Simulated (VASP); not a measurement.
# WS2: single point with PBE

WS2:

```
W S
1.0
     3.22876    0.00000    0.00000
    -1.61438    2.79619    0.00000
     0.00000    0.00000    5.99365
W S
1 2
Cartesian
  0.0000 0.0000 0.0000
  0.0000 1.8641 1.5385
  1.6144 0.9321 4.4552
```

```
Program                : VASP 6.6.1
Task                   : single point
Functional             : PBE
Potentials or basis    : VASP PAW PBE potentials, release 64 (W_sv, S)
Cutoff                 : 520 eV
k mesh                 : 6 × 6 × 4
Occupations            : tetrahedron
Spin                   : no spin polarisation
Dipole correction      : no
Further INCAR settings : ALGO = Normal; EDIFF = 1e-06; NBANDS = 20
```

```
Pressure               : 3.0 GPa
Largest force          : 0.247 eV/Å
Band gap on the k mesh : zero (band 13 reaches 8.20 eV, above the bottom of band 14 at 6.75 eV)
```

Forces on the atoms (eV/Å):
```
W    0.000  0.000  0.000
S    0.000  0.000  0.247
S    0.000  0.000 -0.247
```

Stress tensor (GPa, compression positive):
```
2.21 0.00 0.00
0.00 2.21 0.00
0.00 0.00 4.63
```

Levels at points of the mesh, in eV from the Fermi level:
```
           k point  band 11  band 12  band 13  band 14  band 15  band 16
(0.00, 0.00, 0.00)    -1.14    -0.87    -0.87    -0.65    -0.65     3.30
(0.50, 0.00, 0.00)    -3.84    -2.25    -1.83     1.48     2.20     3.52
(0.00, 0.00, 0.50)    -0.89    -0.89    -0.78    -0.78     0.08     3.64
(0.50, 0.00, 0.50)    -2.65    -2.36    -1.97     1.47     2.22     3.55
```

Run time: 22 s on 1 thread of Intel Xeon 6975P-C, on a shared host, peak memory 0.18 GiB.

Caveat: the k points lie up to 0.37 Å⁻¹ apart; spin-orbit coupling is left out, which moves the levels of the heavy elements; this functional lacks dispersion, which binds the layers, so the pressure and a relaxed spacing across them are unreliable; tetrahedron occupations give inexact forces and stress in metals.
